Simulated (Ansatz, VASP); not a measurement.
## NbRu3: VASP beside Ansatz

```xyz
4
Lattice="3.8670 0.0000 0.0000 0.0000 3.8670 0.0000 0.0000 0.0000 3.8670" Properties=species:S:1:pos:R:3 pbc="T T T"
Nb    0.0000    0.0000    0.0000
Ru    0.0000    1.9335    1.9335
Ru    1.9335    0.0000    1.9335
Ru    1.9335    1.9335    0.0000
```

Change from the starting cell: volume scaled by 0.99, crystal datasets.

Alike in both runs: task electric field gradients; functional LDA; k mesh 9 × 9 × 9; occupations fermi-dirac, width 0.05 eV; no spin polarisation.

```csv
,VASP,Ansatz
version,VASP 6.6.1,Ansatz 0.2.0
potentials or method,"VASP PAW LDA potentials, release 64 (Nb_sv, Ru_pv), cutoff 520 eV","all-electron PAW with datasets made for the crystal, scalar-relativistic"
```

VASP gave:

```
pressure (GPa)                                       : -8.3
size of Vzz on the site where it differs most (V/Å²) : 14.5
```

Task: Estimate Ansatz's values.

Result: Pressure (GPa): -8.7; size of Vzz on the site where it differs most (V/Å²): 5.9.

LDA's correlation is that of Perdew and Zunger in VASP and of Perdew and Wang (1992) in Ansatz. Ansatz ran all-electron here, and VASP with PAW potentials.
